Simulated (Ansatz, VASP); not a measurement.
## Two plane-wave programs on Cd

```xyz
2
Lattice="2.9789 0.0000 0.0000 -1.4894 2.5798 0.0000 0.0000 0.0000 5.6177" Properties=species:S:1:pos:R:3 pbc="T T T"
Cd    0.0000    1.7199    1.4044
Cd    1.4894    0.8599    4.2132
```

Alike in both runs: task relaxation of cell and atoms; functional PBEsol; k mesh 14 × 14 × 8; occupations fermi-dirac, width 0.08 eV; no spin polarisation.

|  | VASP | Ansatz |
| --- | --- | --- |
| version | VASP 6.6.1 | Ansatz 0.2.0 |
| potentials or method | VASP PAW PBE potentials, release 64 (Cd) | PAW with Ansatz's default frozen-core files, scalar-relativistic |
| plane-wave cutoff (eV) | 600 | 420 |
| valence electrons in the cell | 24 | 40 |

Ansatz gave:

* relaxed volume (Å³/atom): 20.80
* relaxed length of the cell vector where the two differ most in proportion (Å): 2.992

**Question.** Which values does VASP return?

**Answer.** Relaxed volume (Å³/atom): 20.87; relaxed length of the cell vector where the two differ most in proportion (Å): 2.999.

VASP's potentials were made for PBE, not for PBEsol. VASP's potentials hold 24 valence electrons a cell and Ansatz's 40, so a difference there can come from the potentials and not from the codes.
